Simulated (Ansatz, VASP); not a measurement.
**HfN in VASP and in Ansatz**

```
Hf N
1.0
     0.02259    2.27029    2.27029
     2.27029    0.02259    2.27029
     2.27029    2.27029    0.02259
Hf N
1 1
Direct
  0.00000 0.00000 0.00000
  0.50000 0.50000 0.50000
```

Change from the starting cell: equal xy, yz and zx shear strains of +1 %.

Alike in both runs: task single point; functional PBEsol; k mesh 10 × 10 × 10; occupations fermi-dirac, width 0.01 eV; no spin polarisation.

|  | VASP | Ansatz |
| --- | --- | --- |
| version | VASP 6.6.1 | Ansatz 0.2.0 |
| potentials or method | VASP PAW PBE potentials, release 64 (Hf_pv, N), cutoff 520 eV | all-electron LAPW, scalar-relativistic |

|  | VASP | Ansatz | Ansatz less VASP |
| --- | --- | --- | --- |
| pressure (GPa) | -5.2 | -3.0 | +2.19 |
| traceless stress, the component that is largest in VASP (GPa) | -1.02 | -1.07 | -0.056 |

VASP's potentials were made for PBE, not for PBEsol. Ansatz ran all-electron here, and VASP with PAW potentials.

Spin-orbit coupling is off throughout.
